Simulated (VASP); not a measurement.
SiO2, 6 atoms in the cell. The structure is tetragonal, space group I-42d (No. 122). Conventional cell: a = 4.929 Å, b = 4.929 Å, c = 7.289 Å, α = 90.00°, β = 90.00°, γ = 90.00°. Within 2.1 Å of Si (site symmetry -4) lie 4 O at 1.61 Å. Within 2.1 Å of O (site symmetry 2) lie 2 Si at 1.61 Å. 

| Quantity | Value |
| --- | --- |
| Program | VASP 6.6.1 |
| Task | single point |
| Functional | LDA |
| Potentials or basis | VASP PAW LDA potentials, release 64 (Si, O) |
| Cutoff | 520 eV |
| k mesh | 6 × 6 × 6 |
| Occupations | gaussian, width 0.02 eV |
| Spin | no spin polarisation |
| Dipole correction | no |
| Further INCAR settings | ALGO = Normal; EDIFF = 1e-07; NBANDS = 25 |

Potentials or basis: VASP PAW LDA potentials, release 64 (Si, O).

Run with:

```console
$ cat potpaw_LDA.64/Si/POTCAR potpaw_LDA.64/O/POTCAR > POTCAR
$ mpirun -np 1 vasp_std > vasp.out
```

Hardware: 1 thread of Intel(R) Xeon(R) Platinum 8375C CPU @ 2.90GHz (Ice Lake), with other jobs on the host.

Estimate the wall time of this run.

It took 56 s on 1 thread of Intel(R) Xeon(R) Platinum 8375C CPU @ 2.90GHz (Ice Lake), on a shared host, peak memory 0.21 GiB. Counts: scf iterations 14, k points 30.
